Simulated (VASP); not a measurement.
SiC (Moissanite 3C):

```
Si C
1.0
     0.00000    2.18987    2.18987
     2.18987    0.00000    2.18987
     2.18987    2.18987    0.00000
Si C
1 1
Cartesian
  0.0000 0.0000 0.0000
  1.0949 1.0949 1.0949
```

```yaml
Program: VASP 6.6.1
Task: relaxation of cell and atoms
Functional: r2SCAN
Potentials_or_basis: VASP PAW PBE potentials, release 64 (Si, C)
Cutoff: 600 eV
k_mesh: 10 × 10 × 10
Occupations: fermi-dirac, width 0.02 eV
Spin: no spin polarisation
```

At the start: pressure -3.9 GPa; volume 10.50 Å³/atom.

Question: Where does the relaxation end?

Answer: Over 3 steps the energy falls by 2.3 meV/atom and the volume is 10.32 Å³/atom (-1.7 %); space group F-43m (No. 216, to 0.05 Å).

The path:
```tsv
step	energy change (eV)	largest force (eV/Å)	pressure (GPa)	volume (Å³)
1	0.0000	0.0000	-3.87	21.00
2	0.0010	0.0000	4.54	20.24
3	-0.0045	0.0000	-0.01	20.64
```

Final structure:
```
Si C
1.0
     0.00000    2.17703    2.17703
     2.17703    0.00000    2.17703
     2.17703    2.17703    0.00000
Si C
1 1
Cartesian
  0.0000 0.0000 0.0000
  1.0885 1.0885 1.0885
```

Caveat: the PAW data sets were made with another functional, which shifts forces and pressure a little.
